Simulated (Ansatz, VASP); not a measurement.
**NaH: VASP beside Ansatz**

```
Na H
1.0
     0.00000    2.44000    2.44000
     2.44000    0.00000    2.44000
     2.44000    2.44000    0.00000
Na H
1 1
Direct
  0.00000 0.00000 0.00000
  0.50000 0.50000 0.50000
```

Alike in both runs: task electric field gradients; functional PBE; k mesh 9 × 9 × 9; occupations fermi-dirac, width 0.03 eV; no spin polarisation.

|  | VASP | Ansatz |
| --- | --- | --- |
| version | VASP 6.6.1 | Ansatz 0.2.0 |
| potentials or method | VASP PAW PBE potentials, release 64 (Na_pv, H) | PAW with Ansatz's default frozen-core files, scalar-relativistic |
| plane-wave cutoff (eV) | 520 | 420 |
| valence electrons in the cell | 8 | 10 |

|  | VASP | Ansatz | Ansatz less VASP |
| --- | --- | --- | --- |
| gap on the k mesh at the Fermi level (eV) | 4.01 | 4.01 | +0.001 |
| pressure (GPa) | -0.7 | -0.7 | +0.04 |

The functional is the same, so the differences come from potentials, cutoffs and numerics. VASP's potentials hold 8 valence electrons a cell and Ansatz's 10, so a difference there can come from the potentials and not from the codes.
